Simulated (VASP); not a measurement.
Write the native input for VASP 6.6.1 that does the following.

| Quantity | Value |
| --- | --- |
| Task | relaxation of the atoms |
| Functional | PBE |
| Dispersion | D3(BJ) |
| Potentials or basis | VASP PAW PBE potentials, release 64 (Ru_pv) |
| Cutoff | 520 eV |
| k mesh | 6 × 6 × 1 |
| Occupations | gaussian, width 0.1 eV |
| Spin | no spin polarisation |
| Dipole correction | yes |
| Atoms held fixed (from 0) | [0, 1, 2, 3] |
| Further INCAR settings | ALGO = Normal; EDIFF = 1e-06; IBRION = 2; EDIFFG = -0.03; NSW = 90 |

The structure of Ru lies in POSCAR:

```
Ru
1.0
    5.3951895541      0.0000000000      0.0000000000
   -2.6975947770      4.6723712120      0.0000000000
    0.0000000000      0.0000000000     21.2658179921
Ru
12
Selective dynamics
Direct
    0.1666666667      0.3333333333      0.3997024710  F F F
    0.1666666667      0.8333333333      0.3997024710  F F F
    0.6666666667      0.3333333333      0.3997024710  F F F
    0.6666666667      0.8333333333      0.3997024710  F F F
    0.3333333333      0.1666666667      0.5000000000  T T T
    0.3333333333      0.6666666667      0.5000000000  T T T
    0.8333333333      0.1666666667      0.5000000000  T T T
    0.8333333333      0.6666666667      0.5000000000  T T T
    0.1666666667      0.3333333333      0.6002975290  T T T
    0.1666666667      0.8333333333      0.6002975290  T T T
    0.6666666667      0.3333333333      0.6002975290  T T T
    0.6666666667      0.8333333333      0.6002975290  T T T
```

The input as run:

INCAR

```
PREC     = Accurate       # precision mode
ENCUT    = 520            # plane-wave cutoff, eV
EDIFF    = 1E-6           # SCF threshold, eV
ISMEAR   = 0              # smearing method
SIGMA    = 0.1            # smearing width, eV
LREAL    = False          # projectors in reciprocal space
LASPH    = True           # aspherical terms in the spheres
NELM     = 80             # most SCF steps
ALGO     = Normal         # electronic algorithm
ISIF     = 2              # what is computed and relaxed
LWAVE    = False          # write WAVECAR
LCHARG   = False          # write CHGCAR
LDIPOL   = True         
IDIPOL   = 3            
DIPOL    = 0.5 0.5 0.500
GGA      = PE             # functional
IVDW     = 12             # dispersion correction
IBRION   = 2              # ionic algorithm
NSW      = 90             # ionic steps
EDIFFG   = -0.03          # ionic threshold
KPAR     = 4
```

KPOINTS

```
regular mesh
0
Gamma
  6 6 1
```

Potentials or basis: VASP PAW PBE potentials, release 64 (Ru_pv).

The run is started by

```sh
$ cat potpaw_PBE.64/Ru_pv/POTCAR > POTCAR
$ mpirun -np 4 vasp_std > vasp.out
```

It gave:

```json
{"Energy gained by relaxing": "16.9 meV/atom", "Ionic steps": "5", "Band gap on the k mesh": "zero (bands 84 and 85 overlap by 1.00 eV)", "Dispersion energy per atom": "-0.413 eV"}
```

Wall time 14 min on 4 MPI ranks on Intel(R) Xeon(R) Platinum 8488C (Sapphire Rapids) (shared host), peak memory 0.73 GiB a rank.
